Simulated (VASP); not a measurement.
# CdPtC6N6 (Fm-3m) in VASP: electric field gradients with r2SCAN

Aim: the electric field gradients of CdPtC6N6 with r2SCAN.

Program: VASP 6.6.1. These are calculated values, not measurements. Logs are shortened: lines on timing, memory, paths and dates and some standing lists are left out, and cuts for length are marked.

## 1. The cell of the first run

It takes space group Fm-3m (No. 225, cubic). Conventional cell: a = 10.929 Å, b = 10.929 Å, c = 10.929 Å, α = 90.00°, β = 90.00°, γ = 90.00°. Cd (site symmetry m-3m) has 6 N at 2.30 Å within 3.0 Å. Within 2.7 Å of Pt (site symmetry m-3m) lie 6 C at 2.00 Å. C (site symmetry 4mm) has 1 N at 1.16 Å within 1.6 Å. Within 1.6 Å of N (site symmetry 4mm) lie 1 C at 1.16 Å.

## 2. Electric field gradients, r2SCAN

POSCAR

```
CdPtC6N6
1.0
    0.0000000000      5.4645000000      5.4645000000
    5.4645000000      0.0000000000      5.4645000000
    5.4645000000      5.4645000000      0.0000000000
Cd Pt C N
1 1 6 6
Direct
    0.5000000000      0.5000000000      0.5000000000
    0.0000000000      0.0000000000      0.0000000000
    0.1833881846      0.1833881846      0.8166118154
    0.8166118154      0.8166118154      0.1833881846
    0.8166118154      0.1833881846      0.1833881846
    0.1833881846      0.8166118154      0.8166118154
    0.1833881846      0.8166118154      0.1833881846
    0.8166118154      0.1833881846      0.8166118154
    0.2892475474      0.2892475474      0.7107524526
    0.7107524526      0.7107524526      0.2892475474
    0.7107524526      0.2892475474      0.2892475474
    0.2892475474      0.7107524526      0.7107524526
    0.2892475474      0.7107524526      0.2892475474
    0.7107524526      0.2892475474      0.7107524526
```

INCAR.step1

```
PREC = Accurate
ENCUT = 520
ISMEAR = -1
SIGMA = 0.05
LREAL = F
LASPH = T
NELM = 60
NBANDS = 51
GGA = PE
ALGO = Normal
EDIFF = 1E-4
LWAVE = T
LCHARG = F
```

INCAR.step2

```
PREC = Accurate
ENCUT = 520
EDIFF = 1E-8
ISMEAR = -1
SIGMA = 0.05
LREAL = F
LASPH = T
NELM = 60
ALGO = Normal
ISIF = 2
LWAVE = F
LCHARG = F
METAGGA = R2SCAN
LMIXTAU = T
LEFG = T
NBANDS = 51
ISTART = 1
```

KPOINTS

```
Automatic mesh
0
Gamma
  5 5 5
```

Potentials or basis: VASP PAW PBE potentials, release 64 (Cd, Pt, C, N).

The run is started by

```
> cat potpaw_PBE.64/Cd/POTCAR potpaw_PBE.64/Pt/POTCAR potpaw_PBE.64/C/POTCAR potpaw_PBE.64/N/POTCAR > POTCAR
> cp INCAR.step1 INCAR
> mpirun -np 1 vasp_std > vasp.out
> cp INCAR.step2 INCAR
> mpirun -np 1 vasp_std > vasp.out
```

OUTCAR:

```text
PREC = Accurate
   ENCUT = 520
   EDIFF = 1E-8
   ISMEAR = -1
   LREAL = F
   LASPH = T
   NELM = 60
   ISIF = 2
   METAGGA = R2SCAN
   ISTART = 1

 ion  position               nearest neighbor table
   1  0.500  0.500  0.500-   9 2.30  10 2.30  11 2.30  12 2.30  13 2.30  14 2.30
   2  0.000  0.000  0.000-   3 2.00   4 2.00   5 2.00   6 2.00   7 2.00   8 2.00
   3  0.183  0.183  0.817-   9 1.16   2 2.00
   4  0.817  0.817  0.183-  10 1.16   2 2.00
   5  0.817  0.183  0.183-  11 1.16   2 2.00
   6  0.183  0.817  0.817-  12 1.16   2 2.00
   7  0.183  0.817  0.183-  13 1.16   2 2.00
   8  0.817  0.183  0.817-  14 1.16   2 2.00
   9  0.289  0.289  0.711-   3 1.16   1 2.30
  10  0.711  0.711  0.289-   4 1.16   1 2.30
  11  0.711  0.289  0.289-   5 1.16   1 2.30
  12  0.289  0.711  0.711-   6 1.16   1 2.30
  13  0.289  0.711  0.289-   7 1.16   1 2.30
  14  0.711  0.289  0.711-   8 1.16   1 2.30

  LATTYP: Found a face centered cubic cell.
 ALAT       =    10.9290000000

  Lattice vectors:

 A1 = (   0.0000000000,   5.4645000000,   5.4645000000)
 A2 = (   5.4645000000,   0.0000000000,   5.4645000000)
 A3 = (   5.4645000000,   5.4645000000,   0.0000000000)

Analysis of symmetry for initial positions (statically):
=====================================================================
 Subroutine PRICEL returns:
 Original cell was already a primitive cell.

 Routine SETGRP: Setting up the symmetry group for a
 face centered cubic supercell.

 Subroutine GETGRP returns: Found 48 space group operations
 (whereof 48 operations were pure point group operations)
 out of a pool of 48 trial point group operations.

The static configuration has the point symmetry O_h .

Analysis of symmetry for dynamics (positions and initial velocities):
=====================================================================
 Subroutine PRICEL returns:
 Original cell was already a primitive cell.

 Routine SETGRP: Setting up the symmetry group for a
 face centered cubic supercell.

 Subroutine GETGRP returns: Found 48 space group operations
 (whereof 48 operations were pure point group operations)
 out of a pool of 48 trial point group operations.

The dynamic configuration has the point symmetry O_h .

 Subroutine INISYM returns: Found 48 space group operations
 (whereof 48 operations are pure point group operations),
 and found     1 'primitive' translations

----------------------------------------------------------------------------------------

                                     Primitive cell

  volume of cell :     326.3482

  direct lattice vectors                    reciprocal lattice vectors
     0.000000000  5.464500000  5.464500000    -0.091499680  0.091499680  0.091499680
     5.464500000  0.000000000  5.464500000     0.091499680 -0.091499680  0.091499680
     5.464500000  5.464500000  0.000000000     0.091499680  0.091499680 -0.091499680

  length of vectors
     7.727970012  7.727970012  7.727970012     0.158482094  0.158482094  0.158482094

  position of ions in fractional coordinates (direct lattice)
     0.500000000  0.500000000  0.500000000
     0.000000000  0.000000000  0.000000000
     0.183388185  0.183388185  0.816611815
     0.816611815  0.816611815  0.183388185
     0.816611815  0.183388185  0.183388185
     0.183388185  0.816611815  0.816611815
     0.183388185  0.816611815  0.183388185
     0.816611815  0.183388185  0.816611815
     0.289247547  0.289247547  0.710752453
     0.710752453  0.710752453  0.289247547
     0.710752453  0.289247547  0.289247547
     0.289247547  0.710752453  0.710752453
     0.289247547  0.710752453  0.289247547
     0.710752453  0.289247547  0.710752453

  ion indices of the primitive-cell ions
[... 100 lines left out ...]
   IVDW    =     0    specifies the selected vdW correction
   LEPSILON=     F    determine dielectric tensor
   LRPA    =     F    only Hartree local field effects (RPA)
 non-spin polarized calculation
  energy-cutoff  :      520.00
  volume of cell :      326.35
 maximum number of plane-waves:      8802
 NGX is ok and might be reduce to    60
   NGX = 29   NGY = 29   NGZ = 29

 number of electron      76.0000008 magnetization

 Free energy of the ion-electron system (eV)
  ---------------------------------------------------
  ext. energy  EPLUGINS =         0.00000000
  ---------------------------------------------------
  free energy    TOTEN  =      -181.50987102 eV

  energy without entropy =     -181.50987102  energy(sigma->0) =     -181.50987102

 E-fermi :  -3.3315     XC(G=0):  -6.7033

 val. band max:       -4.5031838201   @ k =  -0.4000   0.2000   0.0000
 cond. band min:       1.1983014250   @ k =   0.4000   0.4000   0.0000
 fundamental gap:      5.7014852451
 Fermi energy:        -3.3314851597

 k-point     1 :       0.0000    0.0000    0.0000
  band No.  band energies     occupation
      1     -20.7585      2.00000
      2     -20.5894      2.00000
      3     -20.5894      2.00000
      4     -20.5894      2.00000
      5     -20.5622      2.00000
      6     -20.5622      2.00000
[... 519 lines left out ...]
     49       3.5523      0.00000
     50       4.2224      0.00000
 [bands above 50 left out]

------------------------ aborting loop because EDIFF is reached ----------------------------------------

  FORCE on cell =-STRESS in cart. coord.  units (eV):
  Direction    XX          YY          ZZ          XY          YZ          ZX
  --------------------------------------------------------------------------------------
  -------------------------------------------------------------------------------------
  Total        1.2563190      1.2563190      1.2563190      0.0000000      0.0000000     -0.0000000
  in kB        6.1677851      6.1677851      6.1677851      0.0000000      0.0000000     -0.0000000
  external PRESSURE =       6.1677851 kB  Pullay stress =       0.0000000 kB

 VOLUME and BASIS-vectors are now :
 -----------------------------------------------------------------------------
  energy-cutoff  :      520.00
  volume of cell :      326.35
      direct lattice vectors                 reciprocal lattice vectors
     0.000000000  5.464500000  5.464500000    -0.091499680  0.091499680  0.091499680
     5.464500000  0.000000000  5.464500000     0.091499680 -0.091499680  0.091499680
     5.464500000  5.464500000  0.000000000     0.091499680  0.091499680 -0.091499680

 POSITION                                       TOTAL-FORCE (eV/Angst)
 -----------------------------------------------------------------------------------
      5.46450      5.46450      5.46450         0.000000      0.000000     -0.000000
      0.00000      0.00000      0.00000        -0.000000      0.000000     -0.000000
      5.46450      5.46450      2.00425         0.000000      0.000000      0.150768
      5.46450      5.46450      8.92475         0.000000      0.000000     -0.150768
      2.00425      5.46450      5.46450         0.150768      0.000000     -0.000000
      8.92475      5.46450      5.46450        -0.150768      0.000000     -0.000000
      5.46450      2.00425      5.46450         0.000000      0.150768     -0.000000
      5.46450      8.92475      5.46450         0.000000     -0.150768     -0.000000
      5.46450      5.46450      3.16119         0.000000      0.000000     -0.260907
      5.46450      5.46450      7.76781         0.000000      0.000000      0.260907
      3.16119      5.46450      5.46450        -0.260907      0.000000     -0.000000
      7.76781      5.46450      5.46450         0.260907      0.000000     -0.000000
      5.46450      3.16119      5.46450         0.000000     -0.260907     -0.000000
      5.46450      7.76781      5.46450         0.000000      0.260907     -0.000000
 -----------------------------------------------------------------------------------
    total drift:                                0.000000      0.000000      0.000000

  FREE ENERGIE OF THE ION-ELECTRON SYSTEM (eV)
  ---------------------------------------------------
  free  energy   TOTEN  =      -181.5098710167 eV

  energy  without entropy=     -181.5098710166  energy(sigma->0) =     -181.50987102

 Electric field gradients (V/A^2)
---------------------------------------------------------------------
 ion       V_xx      V_yy      V_zz      V_xy      V_xz      V_yz
---------------------------------------------------------------------
   1       0.000    -0.000    -0.000     0.002     0.002     0.002
   2       0.000     0.000     0.000     0.001     0.001     0.001
   3      27.806    27.806   -55.613    -0.000     0.000     0.000
   4      27.806    27.806   -55.613    -0.000     0.000     0.000
   5     -55.613    27.806    27.806     0.000     0.000    -0.000
   6     -55.613    27.806    27.806     0.000     0.000    -0.000
   7      27.806   -55.613    27.806     0.000    -0.000     0.000
   8      27.806   -55.613    27.806     0.000    -0.000     0.000
   9      36.802    36.802   -73.604    -0.000     0.000     0.000
  10      36.802    36.802   -73.604    -0.000     0.000     0.000
  11     -73.604    36.802    36.802     0.000     0.000    -0.000
  12     -73.604    36.802    36.802     0.000     0.000    -0.000
  13      36.802   -73.604    36.802     0.000    -0.000     0.000
  14      36.802   -73.604    36.802     0.000    -0.000     0.000
---------------------------------------------------------------------

 Electric field gradients after diagonalization (V/A^2)
 (convention: |V_zz| > |V_xx| > |V_yy|)
----------------------------------------------------------------------
 ion       V_xx      V_yy      V_zz     asymmetry (V_yy - V_xx)/ V_zz
----------------------------------------------------------------------
   1      -0.002    -0.002     0.005       0.000
   2      -0.001    -0.001     0.001       0.000
   3      27.806    27.806   -55.613       0.000
   4      27.806    27.806   -55.613       0.000
   5      27.806    27.806   -55.613       0.000
   6      27.806    27.806   -55.613       0.000
   7      27.806    27.806   -55.613       0.000
   8      27.806    27.806   -55.613       0.000
   9      36.802    36.802   -73.604       0.000
  10      36.802    36.802   -73.604       0.000
  11      36.802    36.802   -73.604       0.000
  12      36.802    36.802   -73.604       0.000
  13      36.802    36.802   -73.604       0.000
  14      36.802    36.802   -73.604       0.000
----------------------------------------------------------------------

           NMR quadrupolar parameters

 Cq : quadrupolar parameter    Cq=e*Q*V_zz/h
 eta: asymmetry parameters     (V_yy - V_xx)/ V_zz
 Q  : nuclear electric quadrupole moment in mb (millibarn)
----------------------------------------------------------------------
 ion       Cq(MHz)       eta       Q (mb)
----------------------------------------------------------------------
   1       0.000       0.000       1.000
   2       0.000       0.000       1.000
   3      -0.134       0.000       1.000
   4      -0.134       0.000       1.000
   5      -0.134       0.000       1.000
   6      -0.134       0.000       1.000
   7      -0.134       0.000       1.000
   8      -0.134       0.000       1.000
   9      -0.178       0.000       1.000
  10      -0.178       0.000       1.000
  11      -0.178       0.000       1.000
  12      -0.178       0.000       1.000
  13      -0.178       0.000       1.000
  14      -0.178       0.000       1.000
----------------------------------------------------------------------
```

It took 26 min on 1 thread of Intel Xeon Platinum 8375C at 2.90GHz (Ice Lake), shared host; peak memory 0.64 GiB.

What came out:

| Property | Result |
| --- | --- |
| Free energy | -181.5099 eV |
| Pressure | 0.6 GPa |
| Largest force | 0.261 eV/Å |
| Band gap on the k mesh | 5.70 eV (least direct gap 5.84 eV) |
| Largest electric field gradient by atom | Cd +0.0; Pt -0.0; C -55.6; N -73.6 V/Å² |

Forces on the atoms (eV/Å):
```
Cd   0.000  0.000  0.000
Pt   0.000  0.000  0.000
C    0.000  0.000  0.151
C    0.000  0.000 -0.151
C    0.151  0.000  0.000
C   -0.151  0.000  0.000
C    0.000  0.151  0.000
C    0.000 -0.151  0.000
N    0.000  0.000 -0.261
N    0.000  0.000  0.261
N   -0.261  0.000  0.000
N    0.261  0.000  0.000
N    0.000 -0.261  0.000
N    0.000  0.261  0.000
```

Electric field gradients, principal values (V/Å²):
| atom | least | middle | greatest (by size) |
| --- | --- | --- | --- |
| 1 Cd | -0.002 | -0.002 | 0.005 |
| 2 Pt | -0.001 | -0.001 | 0.001 |
| 3 C | 27.806 | 27.806 | -55.613 |
| 4 C | 27.806 | 27.806 | -55.613 |
| 5 C | 27.806 | 27.806 | -55.613 |
| 6 C | 27.806 | 27.806 | -55.613 |
| 7 C | 27.806 | 27.806 | -55.613 |
| 8 C | 27.806 | 27.806 | -55.613 |
| 9 N | 36.802 | 36.802 | -73.604 |
| 10 N | 36.802 | 36.802 | -73.604 |
| 11 N | 36.802 | 36.802 | -73.604 |
| 12 N | 36.802 | 36.802 | -73.604 |
| 13 N | 36.802 | 36.802 | -73.604 |
| 14 N | 36.802 | 36.802 | -73.604 |

Caveat: without QUAD_EFG the Cq values of the log hold for a quadrupole moment of 1 mb, not for the nuclei; the PAW data sets were made with another functional, which shifts forces and pressure a little; spin-orbit coupling is left out, which moves the levels of the heavy elements; an odd mesh through Γ misses points on the zone boundary, where band edges can lie.
